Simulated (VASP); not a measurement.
# Sc3Te (P6_3/mmc) in VASP: a series of runs

Sc3Te is run at these levels: PBE; tasks: single point.

Program: VASP 6.6.1. These are calculated values, not measurements. Logs are shortened: lines on timing, memory, paths and dates and some standing lists are left out, and cuts for length are marked.

## Step 1: The cell of the first run

The structure is hexagonal, space group P6_3/mmc (No. 194). The conventional cell has a = 6.362 Å, b = 6.362 Å, c = 5.104 Å, α = 90.00°, β = 90.00°, γ = 120.00°. Te (site symmetry -6m2) has 12 Sc at 3.14 to 3.18 Å within 4.1 Å. Within 4.1 Å of Sc (site symmetry mm2) lie 4 Te at 3.14 to 3.18 Å and 8 Sc at 3.15 to 3.19 Å.

## Step 2: Single point, PBE

The input, INCAR:

```
SYSTEM = Sc3Te
PREC = Accurate
ENCUT = 520
EDIFF = 1E-6
ISMEAR = -1
SIGMA = 0.05
LREAL = .FALSE.
LASPH = .TRUE.
NELM = 100
ALGO = Fast
ISIF = 2
LWAVE = .FALSE.
LCHARG = .TRUE.
GGA = PE
LELF = .TRUE.
LVHAR = .TRUE.
NBANDS = 49
```

The input, KPOINTS:

```
Automatic mesh
0
G
  5 5 5
  0 0 0
```

The input, POSCAR:

```
Sc3Te
1.0
    6.3617000817      0.0000000000      0.0000000000
   -3.1808500409      5.5093938820      0.0000000000
    0.0000000000      0.0000000000      5.1043630000
Te Sc
2 6
Direct
    0.3333333333      0.6666666667      0.7500000000
    0.6666666667      0.3333333333      0.2500000000
    0.1671465050      0.3342930100      0.2500000000
    0.1671465050      0.8328534950      0.2500000000
    0.6657069900      0.8328534950      0.2500000000
    0.8328534950      0.6657069900      0.7500000000
    0.8328534950      0.1671465050      0.7500000000
    0.3342930100      0.1671465050      0.7500000000
```

Potentials or basis: VASP PAW PBE potentials, release 64 (Te, Sc_sv).

The run is started by

```bash
$ cat potpaw_PBE.64/Te/POTCAR potpaw_PBE.64/Sc_sv/POTCAR > POTCAR
$ mpirun -np 1 vasp_std > vasp.out
```

OUTCAR:

```text
SYSTEM = Sc3Te
   PREC = Accurate
   ENCUT = 520
   EDIFF = 1E-6
   ISMEAR = -1
   LREAL = .FALSE.
   LASPH = .TRUE.
   NELM = 100
   ISIF = 2
   GGA = PE

 ion  position               nearest neighbor table
   1  0.333  0.667  0.750-   4 3.14   4 3.14   5 3.14   5 3.14   3 3.14   3 3.14   6 3.18   8 3.18
                             7 3.18   7 3.18   6 3.18   8 3.18
   2  0.667  0.333  0.250-   7 3.14   7 3.14   8 3.14   8 3.14   6 3.14   6 3.14   3 3.18   5 3.18
                             4 3.18   4 3.18   3 3.18   5 3.18
   3  0.167  0.334  0.250-   1 3.14   1 3.14   7 3.15   7 3.15   8 3.15   8 3.15   5 3.17   4 3.17
                             2 3.18   2 3.18   5 3.19   4 3.19
   4  0.167  0.833  0.250-   1 3.14   1 3.14   6 3.15   6 3.15   8 3.15   8 3.15   5 3.17   3 3.17
                             2 3.18   2 3.18   5 3.19   3 3.19
   5  0.666  0.833  0.250-   1 3.14   1 3.14   7 3.15   7 3.15   6 3.15   6 3.15   3 3.17   4 3.17
                             2 3.18   2 3.18   3 3.19   4 3.19
   6  0.833  0.666  0.750-   2 3.14   2 3.14   4 3.15   4 3.15   5 3.15   5 3.15   8 3.17   7 3.17
                             1 3.18   1 3.18   8 3.19   7 3.19
   7  0.833  0.167  0.750-   2 3.14   2 3.14   3 3.15   3 3.15   5 3.15   5 3.15   8 3.17   6 3.17
                             1 3.18   1 3.18   8 3.19   6 3.19
   8  0.334  0.167  0.750-   2 3.14   2 3.14   4 3.15   4 3.15   3 3.15   3 3.15   6 3.17   7 3.17
                             1 3.18   1 3.18   6 3.19   7 3.19

  LATTYP: Found a hexagonal cell.
 ALAT       =     6.3617000817
 C/A-ratio  =     0.8023583216

  Lattice vectors:

 A1 = (   6.3617000817,   0.0000000000,   0.0000000000)
 A2 = (  -3.1808500409,   5.5093938820,   0.0000000000)
 A3 = (   0.0000000000,   0.0000000000,   5.1043630000)

Analysis of symmetry for initial positions (statically):
=====================================================================
 Subroutine PRICEL returns:
 Original cell was already a primitive cell.

 Routine SETGRP: Setting up the symmetry group for a
 hexagonal supercell.

 Subroutine GETGRP returns: Found 24 space group operations
 (whereof 12 operations were pure point group operations)
 out of a pool of 24 trial point group operations.

The static configuration has the point symmetry D_3d.
 The point group associated with its full space group is D_6h.

Analysis of symmetry for dynamics (positions and initial velocities):
=====================================================================
 Subroutine PRICEL returns:
 Original cell was already a primitive cell.

 Routine SETGRP: Setting up the symmetry group for a
 hexagonal supercell.

 Subroutine GETGRP returns: Found 24 space group operations
 (whereof 12 operations were pure point group operations)
 out of a pool of 24 trial point group operations.

The dynamic configuration has the point symmetry D_3d.
 The point group associated with its full space group is D_6h.

 Subroutine INISYM returns: Found 24 space group operations
 (whereof 12 operations are pure point group operations),
 and found     1 'primitive' translations

----------------------------------------------------------------------------------------

                                     Primitive cell

  volume of cell :     178.9034

  direct lattice vectors                    reciprocal lattice vectors
     6.361700082  0.000000000  0.000000000     0.157190686  0.090754085  0.000000000
    -3.180850041  5.509393882  0.000000000     0.000000000  0.181508170  0.000000000
     0.000000000  0.000000000  5.104363000     0.000000000  0.000000000  0.195910832

  length of vectors
     6.361700082  6.361700082  5.104363000     0.181508170  0.181508170  0.195910832

  position of ions in fractional coordinates (direct lattice)
     0.333333333  0.666666667  0.750000000
     0.666666667  0.333333333  0.250000000
     0.167146505  0.334293010  0.250000000
     0.167146505  0.832853495  0.250000000
     0.665706990  0.832853495  0.250000000
     0.832853495  0.665706990  0.750000000
     0.832853495  0.167146505  0.750000000
     0.334293010  0.167146505  0.750000000

  ion indices of the primitive-cell ions
   primitive index   ion index
                 1           1
                 2           2
                 3           3
                 4           4
                 5           5
                 6           6
                 7           7
                 8           8

----------------------------------------------------------------------------------------

 KPOINTS: Automatic mesh

Automatic generation of k-mesh.
 Grid dimensions read from file:
 generate k-points for:    5    5    5

 Generating k-lattice:

  Cartesian coordinates                     Fractional coordinates (reciprocal lattice)
     0.031438137  0.018150817  0.000000000     0.200000000  0.000000000  0.000000000
     0.000000000  0.036301634  0.000000000     0.000000000  0.200000000  0.000000000
     0.000000000  0.000000000  0.039182166     0.000000000  0.000000000  0.200000000

  Length of vectors
     0.036301634  0.036301634  0.039182166

  Shift w.r.t. Gamma in fractional coordinates (k-lattice)
     0.000000000  0.000000000  0.000000000

 Subroutine IBZKPT returns following result:
 ===========================================

 Found     15 irreducible k-points:

 Following reciprocal coordinates:
            Coordinates               Weight
  0.000000  0.000000  0.000000      1.000000
  0.200000  0.000000  0.000000      6.000000
  0.400000  0.000000  0.000000      6.000000
  0.200000  0.200000  0.000000      6.000000
  0.400000  0.200000  0.000000      6.000000
  0.000000  0.000000  0.200000      2.000000
  0.200000  0.000000  0.200000     12.000000
  0.400000  0.000000  0.200000     12.000000
  0.200000  0.200000  0.200000     12.000000
  0.400000  0.200000  0.200000     12.000000
  0.000000  0.000000  0.400000      2.000000
  0.200000  0.000000  0.400000     12.000000
  0.400000  0.000000  0.400000     12.000000
  0.200000  0.200000  0.400000     12.000000
  0.400000  0.200000  0.400000     12.000000
   k-points           NKPTS =     15   k-points in BZ     NKDIM =     15   number of bands    NBANDS=     49
   number of dos      NEDOS =    301   number of ions     NIONS =      8
   total plane-waves  NPLWV =  92160
   dimension x,y,z NGX =    48 NGY =   48 NGZ =   40
   dimension x,y,z NGXF=    96 NGYF=   96 NGZF=   80
   ions per type =               2   6
   NGX,Y,Z   is equivalent  to a cutoff of  12.54, 12.54, 13.03 a.u.
   NGXF,Y,Z  is equivalent  to a cutoff of  25.09, 25.09, 26.06 a.u.
 SYSTEM =  Sc3Te
   PREC   = accura    normal or accurate (medium, high low for compatibility)
   ISTART =      0    job   : 0-new  1-cont  2-samecut
   ICHARG =      2    charge: 1-file 2-atom 10-const
   ISPIN  =      1    spin polarized calculation?
   LNONCOLLINEAR =      F non collinear calculations
   LSORBIT =      F    spin-orbit coupling
   LASPH  =      T    aspherical Exc in radial PAW
   ENCUT  =  520.0 eV  38.22 Ry    6.18 a.u.  11.83 11.83  9.49*2*pi/ulx,y,z
   NELM   =    100;   NELMIN=  2; NELMDL= -5     # of ELM steps
   EDIFF  = 0.1E-05   stopping-criterion for ELM
   LREAL  =      F    real-space projection
[... 7 lines left out ...]
   TEBEG  =    0.0;   TEEND  =   0.0 temperature during run
   PSTRESS=    0.0 pullay stress
   NELECT =      78.0000    total number of electrons
   NUPDOWN=      -1.0000    fix difference up-down
   EMIN   =  10.00;   EMAX   =-10.00  energy-range for DOS
   EFERMI =   0.00;   METHOD = LEGACY
   ISMEAR =    -1;   SIGMA  =   0.05  broadening in eV -4-tet -1-fermi 0-gaus
   EFERMI_NEDOS =   21; number of points for ismear=-14 and -15
   IALGO  =     68    algorithm
   IMIX   =      4    mixing-type and parameters
     AMIX     =   0.40;   BMIX     =  1.00
     AMIX_MAG =   1.60;   BMIX_MAG =  1.00
  volume/ion in A,a.u.               =      22.36       150.91
  Fermi-wavevector in a.u.,A,eV,Ry     =   1.241367  2.345843 20.966468  1.540992
  Thomas-Fermi vector in A             =   2.375768
   LORBIT       =      0    0 simple, 1 ext, 2 COOP (PROOUT), +10 PAW based schemes
   GGA     = PE    functional components
   LHFCALC =     F    Hartree Fock is set to
   AEXX    =    0.0000 exact exchange contribution
   IVDW    =     0    specifies the selected vdW correction
   LEPSILON=     F    determine dielectric tensor
   LRPA    =     F    only Hartree local field effects (RPA)
 non-spin polarized calculation
 RMM-DIIS sequential band-by-band and
  energy-cutoff  :      520.00
  volume of cell :      178.90
 maximum number of plane-waves:      4844
 NGX is ok and might be reduce to    48
   NGX = 23   NGY = 23   NGZ = 19

 number of electron      77.9999996 magnetization

 Free energy of the ion-electron system (eV)
  ---------------------------------------------------
  ext. energy  EPLUGINS =         0.00000000
  ---------------------------------------------------
  free energy    TOTEN  =       -47.16624840 eV

  energy without entropy =      -47.09347211  energy(sigma->0) =      -47.12986026

 E-fermi :   6.6024     XC(G=0): -10.4709

 val. band max:        6.5922222614   @ k =   0.2000   0.0000   0.4000
 cond. band min:       6.6201964044   @ k =   0.4000   0.2000   0.2000
 fundamental gap:      0.0279741430
 Fermi energy:         6.6024490263

 k-point     1 :       0.0000    0.0000    0.0000
  band No.  band energies     occupation
      1     -42.8829      2.00000
      2     -42.8244      2.00000
      3     -42.8244      2.00000
      4     -42.8188      2.00000
      5     -42.7935      2.00000
      6     -42.7935      2.00000
[... 41 lines left out ...]
     48       8.4270      0.00000
     49       9.0442      0.00000

 k-point     2 :       0.2000    0.0000    0.0000
  band No.  band energies     occupation
      1     -42.8782      2.00000
      2     -42.8297      2.00000
      3     -42.8245      2.00000
      4     -42.8171      2.00000
      5     -42.7946      2.00000
      6     -42.7934      2.00000
[... 668 lines left out ...]
 k-point    15 :       0.4000    0.2000    0.4000
  band No.  band energies     occupation
      1     -42.8410      2.00000
      2     -42.8348      2.00000
      3     -42.8272      2.00000
      4     -42.8185      2.00000
      5     -42.8104      2.00000
      6     -42.8057      2.00000
[... 41 lines left out ...]
     48       8.0854      0.00000
     49       8.7079      0.00000

------------------------ aborting loop because EDIFF is reached ----------------------------------------

  FORCE on cell =-STRESS in cart. coord.  units (eV):
  Direction    XX          YY          ZZ          XY          YZ          ZX
  --------------------------------------------------------------------------------------
  -------------------------------------------------------------------------------------
  Total        0.2315939      0.2315939      0.3906368     -0.0000000     -0.0000000      0.0000000
  in kB        2.0740496      2.0740496      3.4983657     -0.0000000     -0.0000000      0.0000000
  external PRESSURE =       2.5488216 kB  Pullay stress =       0.0000000 kB

 VOLUME and BASIS-vectors are now :
 -----------------------------------------------------------------------------
  energy-cutoff  :      520.00
  volume of cell :      178.90
      direct lattice vectors                 reciprocal lattice vectors
     6.361700082  0.000000000  0.000000000     0.157190686  0.090754085  0.000000000
    -3.180850041  5.509393882  0.000000000     0.000000000  0.181508170  0.000000000
     0.000000000  0.000000000  5.104363000     0.000000000  0.000000000  0.195910832

 POSITION                                       TOTAL-FORCE (eV/Angst)
 -----------------------------------------------------------------------------------
     -0.00000      3.67293      3.82827        -0.000000     -0.000000     -0.000000
      3.18085      1.83646      1.27609         0.000000     -0.000000     -0.000000
     -0.00000      1.84175      1.27609         0.000000     -0.031471     -0.000000
     -1.58585      4.58852      1.27609        -0.027254      0.015735     -0.000000
      1.58585      4.58852      1.27609         0.027254      0.015735      0.000000
      3.18085      3.66764      3.82827        -0.000000      0.031471      0.000000
      4.76670      0.92088      3.82827         0.027254     -0.015735     -0.000000
      1.59500      0.92088      3.82827        -0.027254     -0.015735      0.000000
 -----------------------------------------------------------------------------------
    total drift:                                0.000000     -0.000000      0.000000

  FREE ENERGIE OF THE ION-ELECTRON SYSTEM (eV)
  ---------------------------------------------------
  free  energy   TOTEN  =       -47.1662484029 eV

  energy  without entropy=      -47.0934721075  energy(sigma->0) =      -47.12986026
```

Run time: 2.2 min. Hardware: 1 thread of Intel Xeon 6975P-C (Granite Rapids), shared host; peak memory 0.34 GiB.

What came out:

| Item | Value |
| --- | --- |
| Free energy | -47.1662 eV |
| Pressure | 0.3 GPa |
| Largest force | 0.031 eV/Å |
| Band gap on the k mesh | zero (band 39 reaches 6.76 eV, above the bottom of band 40 at 6.12 eV) |

Forces on the atoms (eV/Å):
```
Te   0.000  0.000  0.000
Te   0.000  0.000  0.000
Sc   0.000 -0.031  0.000
Sc  -0.027  0.016  0.000
Sc   0.027  0.016  0.000
Sc   0.000  0.031  0.000
Sc   0.027 -0.016  0.000
Sc  -0.027 -0.016  0.000
```

Caveat: spin-orbit coupling is left out, which moves the levels of the heavy elements.

## Step 3: Single point, PBE

This run uses another cell than the first one, of 22.81 Å³/atom, 1.020 times its volume.

The input, INCAR:

```
SYSTEM = Sc3Te
PREC = Accurate
ENCUT = 520
EDIFF = 1E-6
ISMEAR = -1
SIGMA = 0.05
LREAL = .False.
LASPH = .True.
NELM = 100
ALGO = Fast
ISIF = 2
LWAVE = .False.
LCHARG = .True.
GGA = PE
LELF = .True.
LVHAR = .True.
NBANDS = 49
```

The input, KPOINTS:

```
Automatic mesh
0
Gamma
  5 5 5
  0 0 0
```

POSCAR, as its differences from that of step 2:

```diff
@@ -2,5 +2,5 @@
 1.0
-    6.3617000817      0.0000000000      0.0000000000
-   -3.1808500409      5.5093938820      0.0000000000
-    0.0000000000      0.0000000000      5.1043630000
+    6.4038317736      0.0000000000      0.0000000000
+   -3.2019158869      5.5458809975      0.0000000000
+    0.0000000000      0.0000000000      5.1381677136
 Te Sc
```

Potentials or basis: VASP PAW PBE potentials, release 64 (Te, Sc_sv).

The run is started by

```bash
$ cat potpaw_PBE.64/Te/POTCAR potpaw_PBE.64/Sc_sv/POTCAR > POTCAR
$ mpirun -np 1 vasp_std > vasp.out
```

It took 2.5 min on 1 thread of Intel Xeon 6975P-C (Granite Rapids), shared host; peak memory 0.35 GiB.

It converged, with:

```yaml
Free_energy: -47.1596 eV
Pressure: -0.9 GPa
Largest_force: 0.040 eV/Å
Band_gap_on_the_k_mesh: zero (band 39 reaches 6.60 eV, above the bottom of band 40 at 5.96 eV)
```

Forces in eV/Å, atoms in the order of the input:
```
Te   0.000  0.000  0.000
Te   0.000  0.000  0.000
Sc   0.000 -0.040  0.000
Sc  -0.035  0.020  0.000
Sc   0.035  0.020  0.000
Sc   0.000  0.040  0.000
Sc   0.035 -0.020  0.000
Sc  -0.035 -0.020  0.000
```

Stress tensor (GPa, compression positive):
```
-0.96  0.00  0.00
 0.00 -0.96  0.00
 0.00  0.00 -0.73
```

Levels at points of the mesh, in eV from the Fermi level:
| k point | band 36 | band 37 | band 38 | band 39 | band 40 | band 41 | band 42 | band 43 |
| --- | --- | --- | --- | --- | --- | --- | --- | --- |
| (0.00, 0.00, 0.00) | -0.96 | -0.79 | -0.79 | -0.69 | -0.48 | -0.21 | -0.21 | 0.97 |

Caveat: spin-orbit coupling is left out, which moves the levels of the heavy elements.

## Step 4: Single point, PBE

This run uses another cell than the first one, of 23.26 Å³/atom, 1.040 times its volume.

The input, INCAR:

```
SYSTEM = Sc3Te
  PREC = Accurate
  ENCUT = 520
  EDIFF = 1E-7
  ISMEAR = -1
  SIGMA = 0.05
  LREAL = .False.
  LASPH = .True.
  NELM = 80
  ALGO = Fast
  ISIF = 2
  LWAVE = .False.
  LCHARG = .False.
  GGA = PE
  NBANDS = 49
```

KPOINTS is that of step 3.

POSCAR, as its differences from that of step 3:

```diff
@@ -2,5 +2,5 @@
 1.0
-    6.4038317736      0.0000000000      0.0000000000
-   -3.2019158869      5.5458809975      0.0000000000
-    0.0000000000      0.0000000000      5.1381677136
+    6.4454162621      0.0000000000      0.0000000000
+   -3.2227081311      5.5818942209      0.0000000000
+    0.0000000000      0.0000000000      5.1715333740
 Te Sc
```

The run is started by

```bash
$ cat potpaw_PBE.64/Te/POTCAR potpaw_PBE.64/Sc_sv/POTCAR > POTCAR
$ mpirun -np 1 vasp_std > vasp.out
```

Run time: 3.2 min. Hardware: 1 thread of Intel Xeon 6975P-C (Granite Rapids), shared host; peak memory 0.35 GiB.

The run converged. Its results:

* Free energy: -47.1278 eV
* Pressure: -2.0 GPa
* Largest force: 0.049 eV/Å
* Band gap on the k mesh: zero (band 39 reaches 6.44 eV, above the bottom of band 40 at 5.80 eV)

Forces in eV/Å, atoms in the order of the input:
```
Te   0.000  0.000  0.000
Te   0.000  0.000  0.000
Sc   0.000 -0.049  0.000
Sc  -0.042  0.024  0.000
Sc   0.042  0.024  0.000
Sc   0.000  0.049  0.000
Sc   0.042 -0.024  0.000
Sc  -0.042 -0.024  0.000
```

Stress tensor (GPa, compression positive):
```
-2.06  0.00  0.00
 0.00 -2.06  0.00
 0.00  0.00 -1.77
```

Levels at points of the mesh, in eV from the Fermi level:
```tsv
k point	band 35	band 36	band 37	band 38	band 39	band 40	band 41	band 42	band 43	band 44
(0.00, 0.00, 0.00)	-0.93	-0.93	-0.76	-0.76	-0.69	-0.47	-0.22	-0.22	0.95	0.95
```

Caveat: spin-orbit coupling is left out, which moves the levels of the heavy elements.

## Step 5: Single point, PBE

This run uses another cell than the first one, of 23.70 Å³/atom, 1.060 times its volume.

The input, INCAR:

```
SYSTEM = Sc3Te
  PREC = Accurate
  ENCUT = 520
  EDIFF = 1E-6
  ISMEAR = -1
  SIGMA = 0.05
  LREAL = .FALSE.
  LASPH = .TRUE.
  NELM = 80
  ALGO = Fast
  ISIF = 2
  LWAVE = .FALSE.
  LCHARG = .FALSE.
  GGA = PE
  NBANDS = 49
```

The input, KPOINTS:

```
regular mesh
0
G
  5 5 5
  0 0 0
```

POSCAR, as its differences from that of step 4:

```diff
@@ -2,5 +2,5 @@
 1.0
-    6.4454162621      0.0000000000      0.0000000000
-   -3.2227081311      5.5818942209      0.0000000000
-    0.0000000000      0.0000000000      5.1715333740
+    6.4864709757      0.0000000000      0.0000000000
+   -3.2432354879      5.6174486459      0.0000000000
+    0.0000000000      0.0000000000      5.2044739651
 Te Sc
```

The run is started by

```bash
$ cat potpaw_PBE.64/Te/POTCAR potpaw_PBE.64/Sc_sv/POTCAR > POTCAR
$ mpirun -np 1 vasp_std > vasp.out
```

Wall time 3.1 min (1 thread of Intel Xeon 6975P-C (Granite Rapids), shared host); peak memory 0.35 GiB.

The run converged. Its results:

```
Free energy            : -47.0735 eV
Pressure               : -2.9 GPa
Largest force          : 0.057 eV/Å
Band gap on the k mesh : zero (band 39 reaches 6.28 eV, above the bottom of band 40 at 5.65 eV)
```

Forces in eV/Å, atoms in the order of the input:
```
Te   0.000  0.000  0.000
Te   0.000  0.000  0.000
Sc   0.000 -0.057  0.000
Sc  -0.050  0.029  0.000
Sc   0.050  0.029  0.000
Sc   0.000  0.057  0.000
Sc   0.050 -0.029  0.000
Sc  -0.050 -0.029  0.000
```

Stress tensor (GPa, compression positive):
```
-3.05  0.00  0.00
 0.00 -3.05  0.00
 0.00  0.00 -2.71
```

Levels at points of the mesh, in eV from the Fermi level:
```csv
k point,band 36,band 37,band 38,band 39,band 40,band 41,band 42,band 43
"(0.00, 0.00, 0.00)",-0.90,-0.73,-0.73,-0.68,-0.46,-0.23,-0.23,0.92
```

Caveat: spin-orbit coupling is left out, which moves the levels of the heavy elements.

## Step 6: Overview

```csv
cell,further INCAR settings,gap on the mesh (eV),pressure (GPa),largest force (eV/Å)
"a = 6.362, b = 6.362, c = 5.104 Å, angles 90.0, 90.0, 120.0°, 8 atoms",ALGO = Fast; EDIFF = 1e-06; NBANDS = 49,none,0.3,0.03
"a = 6.404, b = 6.404, c = 5.138 Å, angles 90.0, 90.0, 120.0°, 8 atoms",ALGO = Fast; EDIFF = 1e-06; NBANDS = 49,none,-0.9,0.04
"a = 6.445, b = 6.445, c = 5.172 Å, angles 90.0, 90.0, 120.0°, 8 atoms",ALGO = Fast; EDIFF = 1e-07; NBANDS = 49,none,-2.0,0.05
"a = 6.486, b = 6.486, c = 5.204 Å, angles 90.0, 90.0, 120.0°, 8 atoms",ALGO = Fast; EDIFF = 1e-06; NBANDS = 49,none,-2.9,0.06
```

Alike in all rows: task single point; level PBE; potentials or basis VASP PAW PBE potentials, release 64 (Te, Sc_sv); no spin polarisation; k mesh 5 × 5 × 5; cutoff (eV) 520; smearing fermi-dirac 0.05 eV.

Caveats: spin-orbit coupling is left out, which moves the levels of the heavy elements.

Absolute energies hang on the potentials; compare differences alone.
